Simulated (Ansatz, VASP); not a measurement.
Ba4AlAs in VASP and in Ansatz

INCAR

```
SYSTEM = Ba4AlAs
ALGO = Normal ; EDIFF = 1E-7
EDIFFG = -0.04 ; ENCUT = 510
GGA = PE ; GGA_COMPAT = .False.
IBRION = 2 ; ISIF = 3
ISMEAR = 0 ; LASPH = .True.
LCHARG = .False. ; LREAL = .False.
LWAVE = .False. ; NELM = 120
NELMIN = 4 ; NSW = 90
PREC = Accurate ; SIGMA = 0.1
```

File KPOINTS:

```
k-points
0
Gamma
  4 4 4
  0 0 0
```

The input POSCAR:

```
Ba4AlAs
1.0
    0.0000000000      4.3904850600      4.3904850600
    4.3904850600      0.0000000000      4.3904850600
    4.3904850600      4.3904850600      0.0000000000
Ba Al As
4 1 1
Direct
    0.3759208700      0.3759208700      0.8722373800
    0.8722373800      0.3759208700      0.3759208700
    0.3759208700      0.3759208700      0.3759208700
    0.3759208700      0.8722373800      0.3759208700
    0.0000000000      0.0000000000      0.0000000000
    0.7500000000      0.7500000000      0.7500000000
```

Input for Ansatz:

```yaml
crystal:
  lattice:
    - [0.0, 4.39048506, 4.39048506]
    - [4.39048506, 0.0, 4.39048506]
    - [4.39048506, 4.39048506, 0.0]
  atoms:
    - { symbol: Ba, position: [0.37592087, 0.37592087, 0.87223738] }
    - { symbol: Ba, position: [0.87223738, 0.37592087, 0.37592087] }
    - { symbol: Ba, position: [0.37592087, 0.37592087, 0.37592087] }
    - { symbol: Ba, position: [0.37592087, 0.87223738, 0.37592087] }
    - { symbol: Al, position: [0.0, 0.0, 0.0] }
    - { symbol: As, position: [0.75, 0.75, 0.75] }
basis:
  ecutwfc: 420
kpoints:
  mp_grid: { grid: [4, 4, 4] }
hamiltonian:
  xc: pbe
scf:
  occupations: { method: gaussian, width: 0.1 }
  lower_state_search: "off"
output:
  forces: true
  stress: true
  eigenvalues: true
relax:
  adjacent_minimum: "off"
  f_tol: 0.04
  max_steps: 70
  cell: { stress_tol: 0.4 }
```

Change from the starting cell: species swapped into the TmCdCu4 type (F-43m, No. 216).

Alike in both runs: task relaxation of cell and atoms; functional PBE; k mesh 4 × 4 × 4; occupations gaussian, width 0.1 eV; no spin polarisation.

```csv
,VASP,Ansatz
version,VASP 6.6.1,Ansatz 0.2.0
potentials or method,"VASP PAW PBE potentials, release 64 (Ba_sv, Al, As_d), cutoff 510 eV","scalar-relativistic, plane waves, PAW"
valence electrons in the cell,58,58
```

|  | VASP | Ansatz | Ansatz less VASP |
| --- | --- | --- | --- |
| gap on the k mesh at the Fermi level, each at its own relaxed structure (eV) | none | none | - |
| relaxed volume (Å³/atom) | 40.85 | 39.46 | -1.396 |
| relaxed length of the cell vector where the two differ most in proportion (Å) | 7.025 | 6.944 | -0.0809 |

A gap of «none» marks a metal or a gap that the smearing closes.

Spin-orbit coupling is off throughout. Noted on VASP's run: the volume moved by over 15 % at a fixed basis, so the end points are rough.
